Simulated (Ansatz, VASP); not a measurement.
## Sb in VASP and in Ansatz

The input INCAR:

```
SYSTEM = Sb
ALGO = Normal ; EDIFF = 1E-7
EDIFFG = -0.01 ; ENCUT = 600
GGA = PS ; IBRION = 2
ISIF = 3 ; ISMEAR = -1
IVDW = 12 ; LASPH = .TRUE.
LCHARG = .FALSE. ; LREAL = .FALSE.
LWAVE = .FALSE. ; NELM = 60
NSW = 60 ; PREC = Accurate
SIGMA = 0.05
```

File KPOINTS:

```
k-points
0
G
  9 9 5
  0 0 0
```

The input POSCAR:

```
Sb
1.0
    3.3545324186      0.0000000000      0.0000000000
   -1.6772662093      2.9051102923      0.0000000000
    0.0000000000      0.0000000000      5.4701606500
Sb
2
Direct
    0.6666666667      0.3333333333      0.7500000000
    0.3333333333      0.6666666667      0.2500000000
```

Contents of input.yaml:

```yaml
crystal:
  lattice:
    - [3.3545324186, 0.0, 0.0]
    - [-1.6772662093, 2.9051102923, 0.0]
    - [0.0, 0.0, 5.47016065]
  atoms:
    - { symbol: Sb, position: [0.6666666667, 0.3333333333, 0.75] }
    - { symbol: Sb, position: [0.3333333333, 0.6666666667, 0.25] }
hamiltonian:
  xc: pbesol
  pseudopotentials: { kind: paw }
  dispersion: d3bj
kpoints:
  mp_grid: { grid: [9, 9, 5] }
scf:
  occupations: { method: fermi_dirac, width: 0.05 }
output:
  forces: true
  stress: true
  eigenvalues: true
relax:
  f_tol: 0.01
  max_steps: 40
  cell: { stress_tol: 0.05 }
```

Alike in both runs: task relaxation of cell and atoms; functional PBEsol; dispersion D3(BJ); k mesh 9 × 9 × 5; occupations fermi-dirac, width 0.05 eV; no spin polarisation.

|  | VASP | Ansatz |
| --- | --- | --- |
| version | VASP 6.6.1 | Ansatz 0.2.0 |
| potentials or method | VASP PAW PBE potentials, release 64 (Sb) | Ansatz PAW |
| plane-wave cutoff (eV) | 600 | 420 |
| valence electrons in the cell | 10 | 30 |

```csv
,VASP,Ansatz,Ansatz less VASP
"gap on the k mesh at the Fermi level, each at its own relaxed structure (eV)",none,none,-
relaxed volume (Å³/atom),24.74,24.72,-0.018
relaxed cell length with the largest relative difference (Å),5.337,5.335,-0.0020
```

VASP's potentials were made for PBE, not for PBEsol. A gap of «none» marks a metal or a gap that the smearing closes. VASP's potentials hold 10 valence electrons a cell and Ansatz's 30, so a difference there can come from the potentials and not from the codes.

Spin-orbit coupling is off throughout. Noted on Ansatz's run: the plane-wave basis is chosen anew once the cell has moved, so the energies of steps on either side of that aren't comparable.
